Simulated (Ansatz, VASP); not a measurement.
**Two plane-wave programs on C**

The input INCAR:

```
SYSTEM = C
ALGO     = Normal         ! electronic algorithm
EDIFF    = 1E-6           ! SCF threshold, eV
ENCUT    = 520            ! plane-wave cutoff, eV
GGA      = PE             ! functional
ISIF     = 2              ! what is computed and relaxed
ISMEAR   = 0              ! smearing method
ISPIN    = 2              ! spin polarisation
LASPH    = .TRUE.         ! aspherical terms in the spheres
LCHARG   = .FALSE.        ! write CHGCAR
LORBIT   = 11             ! projections on sites
LREAL    = .FALSE.        ! projectors in reciprocal space
LWAVE    = .FALSE.        ! write WAVECAR
MAGMOM   = 1              ! initial moments
NBANDS   = 12             ! bands
NELM     = 150            ! most SCF steps
PREC     = Accurate       ! precision mode
SIGMA    = 0.1            ! smearing width, eV
```

Contents of KPOINTS:

```
k-points
0
G
  10 10 10
  0 0 0
```

File POSCAR:

```
C
1.0
    1.0695611101     -1.6566754530      0.0000000000
    1.0695611101      1.6566754530      0.0000000000
    0.0000000000      0.0000000000      1.5830063770
C
1
Direct
    0.0000000000      0.0000000000      0.5000000000
```

Input for Ansatz:

```yaml
crystal:
  lattice:
    - [1.0695611101, -1.656675453, 0.0]
    - [1.0695611101, 1.656675453, 0.0]
    - [0.0, 0.0, 1.583006377]
  atoms:
    - { symbol: C, position: [0.0, 0.0, 0.5], spin: 1.0 }
basis:
  ecutwfc: 420
kpoints:
  mp_grid: { grid: [10, 10, 10] }
hamiltonian:
  xc: pbe
scf:
  occupations: { method: gaussian, width: 0.1 }
  lower_state_search: "off"
output:
  forces: true
  stress: true
  eigenvalues: true
  populations: true
magnetization:
  spin_polarized: true
```

Alike in both runs: task single point; functional PBE; k mesh 10 × 10 × 10; occupations gaussian, width 0.1 eV; collinear spin.

|  | VASP | Ansatz |
| --- | --- | --- |
| version | VASP 6.6.1 | Ansatz 0.2.0 |
| potentials or method | VASP PAW PBE potentials, release 64 (C), cutoff 520 eV | scalar-relativistic, plane waves, PAW |
| valence electrons in the cell | 4 | 4 |

Ansatz gave:

| Quantity | Value |
| --- | --- |
| gap on the k mesh at the Fermi level (eV) | none |
| pressure (GPa) | 0.7 |
| traceless stress, the component that is largest in VASP (GPa) | -30.59 |
| net moment per atom (μB) | 0.00 |

Problem. What did VASP give for the same quantities?

Solution. gap on the k mesh at the Fermi level (eV): none; pressure (GPa): 1.0; traceless stress, the component that is largest in VASP (GPa): -30.23; net moment per atom (μB): 0.00.

A gap of «none» marks a metal or a gap that the smearing closes. The functional is the same, so the differences come from potentials, cutoffs and numerics. Ansatz's warnings: seeded moment not kept.

The k mesh is coarse, so the values compare programs but aren't converged.
